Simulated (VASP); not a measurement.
Eu:

```
Eu
1.0
     3.21951    0.00000    0.00000
     0.00000    3.21951    0.00000
     0.00000    0.00000    3.21951
Eu
1
Cartesian
  0.0000 0.0000 0.0000
```

This isn't the form of Eu at room conditions, which is bcc.

| Item | Value |
| --- | --- |
| Program | VASP 6.6.1 |
| Task | relaxation of cell and atoms |
| Functional | PBE |
| Potentials or basis | VASP PAW PBE potentials, release 64 (Eu) |
| Cutoff | 600 eV |
| k mesh | 11 × 11 × 11 |
| Occupations | fermi-dirac, width 0.05 eV |
| Spin | collinear spin, ferromagnetic start |
| Starting moments | [7.0] μB |

At the start: pressure 3.9 GPa; volume 33.37 Å³/atom.

**Question.** Where does the relaxation end?

**Answer.** Over 28 steps the energy falls by 83.4 meV/atom and the volume is 41.66 Å³/atom (+24.8 %); space group Pm-3m (No. 221, to 0.1 Å) before and after; moment 7.18 μB per cell.

The path:
```tsv
step	energy change (eV)	largest force (eV/Å)	pressure (GPa)	volume (Å³)
1	0.0000	0.0000	3.87	33.37
2	-0.0647	0.0000	1.49	37.41
3	-0.0825	0.0000	0.23	40.70
4	-0.0833	0.0000	0.08	41.39
5	-0.0834	0.0000	-0.09	41.81
6	-0.0834	0.0000	0.04	41.58
7	-0.0834	0.0000	0.03	41.58
8	-0.0834	0.0000	0.06	41.58
9	-0.0834	0.0000	0.03	41.58
10	-0.0834	0.0000	0.02	41.58
11	-0.0834	0.0000	0.02	41.58
12	-0.0834	0.0000	0.02	41.58
13	-0.0834	0.0000	0.02	41.58
14	-0.0834	0.0000	0.02	41.58
15	-0.0834	0.0000	0.02	41.58
16	-0.0834	0.0000	0.03	41.59
17	-0.0834	0.0000	0.03	41.59
18	-0.0834	0.0000	0.04	41.59
19	-0.0834	0.0000	0.07	41.59
20	-0.0834	0.0000	0.12	41.60
21	-0.0834	0.0000	0.22	41.62
22	-0.0834	0.0000	0.41	41.65
23	-0.0834	0.0000	-0.03	41.72
24	-0.0834	0.0000	-0.08	41.71
25	-0.0834	0.0000	-0.29	41.68
26	-0.0834	0.0000	-0.25	41.67
27	-0.0834	0.0000	0.12	41.66
28	-0.0834	0.0000	0.00	41.66
```

Final structure:
```
Eu
1.0
     3.46671    0.00000    0.00000
     0.00000    3.46671    0.00000
     0.00000    0.00000    3.46671
Eu
1
Direct
  0.00000 0.00000 0.00000
```

Caveat: the volume moved by over 15 % at a fixed basis, so the end points are rough; semilocal functionals describe open f shells poorly, which spoils levels, moments and volumes.
